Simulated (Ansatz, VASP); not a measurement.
## HfBe2Si2: VASP beside Ansatz

```
Hf Be Si
1.0
     3.94306    0.00000    0.00000
    -1.97153    3.41479    0.00000
     0.00000    0.00000    6.98291
Hf Be Si
1 2 2
Direct
  0.00000 0.00000 0.00000
  0.00000 0.00000 0.35799
  0.00000 0.00000 0.64201
  0.33333 0.66667 0.50000
  0.66667 0.33333 0.50000
```

Alike in both runs: task relaxation of cell and atoms; functional PBE; k mesh 12 × 12 × 6; occupations gaussian, width 0.1 eV; no spin polarisation.

```csv
,VASP,Ansatz
version,VASP 6.6.1,Ansatz 0.2.0
potentials or method,"VASP PAW PBE potentials, release 64 (Hf_pv, Be, Si), cutoff 600 eV","scalar-relativistic, plane waves, PAW"
valence electrons in the cell,22,38
```

VASP gave:

```
gap on the k mesh at the Fermi level, each at its own relaxed structure (eV) : none
relaxed volume (Å³/atom)                                                     : 18.74
relaxed cell length with the largest relative difference (Å)                 : 3.912
```

Question: Which values does Ansatz return?

Answer: gap on the k mesh at the Fermi level, each at its own relaxed structure (eV): none; relaxed volume (Å³/atom): 18.75; relaxed cell length with the largest relative difference (Å): 3.913.

A gap of «none» marks a metal or a gap that the smearing closes. VASP's potentials hold 22 valence electrons a cell and Ansatz's 38, so a difference there can come from the potentials and not from the codes.

Spin-orbit coupling is off throughout.
